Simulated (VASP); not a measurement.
Wanted: the native input for a VASP 6.6.1 run.

```yaml
Task: single point
Functional: PBE
Dispersion: D3(BJ)
Potentials_or_basis: VASP PAW PBE potentials, release 64 (Zn, Cd, N)
Cutoff: 520 eV
k_mesh: 6 × 6 × 3
Occupations: fermi-dirac, width 0.05 eV
Spin: no spin polarisation
Dipole_correction: no
Further_INCAR_settings: ALGO = Normal; EDIFF = 1e-06; NBANDS = 31
```

The structure of ZnCd2N2 lies in POSCAR:

```
ZnCd2N2
1.0
    3.5104336974     -2.0351196020      0.0000000000
    3.5104336974      2.0351196020      0.0000000000
   -2.3479933822      0.0000000000      6.7419246621
Zn Cd N
1 2 2
Direct
    0.5000000000      0.5000000000      0.5000000000
    0.2750600000      0.2750600000      0.8274200000
    0.7249400000      0.7249400000      0.1725800000
    0.4051300000      0.4051300000      0.2156900000
    0.5948700000      0.5948700000      0.7843100000
```

These files were run (other wordings do the same):

INCAR

```
  PREC = Accurate
  ENCUT = 520
  EDIFF = 1E-6
  ISMEAR = -1
  SIGMA = 0.05
  LREAL = False
  LASPH = True
  NELM = 80
  ALGO = Normal
  ISIF = 2
  LWAVE = False
  LCHARG = False
  GGA = PE
  IVDW = 12
  NBANDS = 31
```

KPOINTS

```
regular mesh
0
Gamma
  6 6 3
```

Potentials or basis: VASP PAW PBE potentials, release 64 (Zn, Cd, N).

Command:

```console
$ cat potpaw_PBE.64/Zn/POTCAR potpaw_PBE.64/Cd/POTCAR potpaw_PBE.64/N/POTCAR > POTCAR
$ mpirun -np 1 vasp_std > vasp.out
```

Results of the run:

- Pressure: -8.8 GPa
- Largest force: 0.455 eV/Å
- Band gap on the k mesh: zero (bands 23 and 24 overlap by 0.29 eV)
- Dispersion energy per atom: -0.233 eV

Caveat: the cell stands under tension; semilocal functionals underestimate gaps, and a narrow one can read as zero.

Wall time 2.1 min on 1 thread of Intel(R) Xeon(R) Platinum 8259CL CPU @ 2.50GHz (Skylake/Cascade Lake) (shared host), peak memory 0.27 GiB.
